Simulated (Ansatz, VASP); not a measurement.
# BeV2 in VASP and in Ansatz

```xyz
6
Lattice="2.5408 0.0000 0.0000 -1.2704 2.2004 0.0000 0.0000 0.0000 13.2091" Properties=species:S:1:pos:R:3 pbc="T T T"
Be    0.0000    1.4669    3.3023
Be    1.2704    0.7335    9.9068
V     0.0000    1.4669    7.8172
V     1.2704    0.7335    1.2127
V     0.0000    1.4669   11.9964
V     1.2704    0.7335    5.3918
```

Alike in both runs: functional PBE; k mesh 6 × 6 × 2; occupations gaussian, width 0.1 eV; no spin polarisation.

Ansatz relaxed the structure, and its values are those at the end. VASP's run is a single point on that final structure, the one shown.

```csv
,VASP,Ansatz
version,VASP 6.6.1,Ansatz 0.2.0
potentials or method,"VASP PAW PBE potentials, release 64 (Be, V_sv), cutoff 520 eV","scalar-relativistic, plane waves, PAW"
valence electrons in the cell,56,56
```

Ansatz gave:

```
gap on the k mesh at the Fermi level (eV) : none
pressure (GPa)                            : -0.2
```

Question: Estimate VASP's values.

Answer: gap on the k mesh at the Fermi level (eV): none; pressure (GPa): -0.1.

A gap of «none» marks a metal or a gap that the smearing closes. With one functional, cell and mesh, what is left measures potentials, basis and numerics.

The k mesh is coarse, so the values compare programs but aren't converged.
